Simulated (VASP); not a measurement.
Runs of VASP 6.6.1 on Ir. The structure is that of space group Fm-3m (No. 225), or close to it. The cells are those of the table. 

| cell | gap on the mesh (eV) | pressure (GPa) |
| --- | --- | --- |
| a = 2.718 Å, angles 60.0°, 1 atom | none | -0.9 |
| a = 2.663 Å, angles 60.0°, 1 atom | none | (a) |
| a = 2.745 Å, angles 60.0°, 1 atom | none | -11.2 |
| a = 2.691 Å, angles 60.0°, 1 atom | none | (b) |
| a = 2.772 Å, angles 60.0°, 1 atom | none | -19.8 |

Alike in all rows: task single point; level r2SCAN; potentials or basis VASP PAW PBE potentials, release 64 (Ir_sv_GW); no spin polarisation; k mesh 18 × 18 × 18; cutoff (eV) 620; smearing gaussian 0.1 eV.

Task: Estimate the missing entries.

Result: (a) 26.3; (b) 11.5.

Caveats: the PAW data sets were made with another functional, which shifts forces and pressure a little; spin-orbit coupling is left out, which moves the levels of the heavy elements; the cell stands under pressure (at least some runs); the cell stands under tension (at least some runs).

A k mesh can miss the band edges, and the runs leave out spin-orbit coupling on Ir.

A gap of «none» marks levels without a gap at the run's occupations.
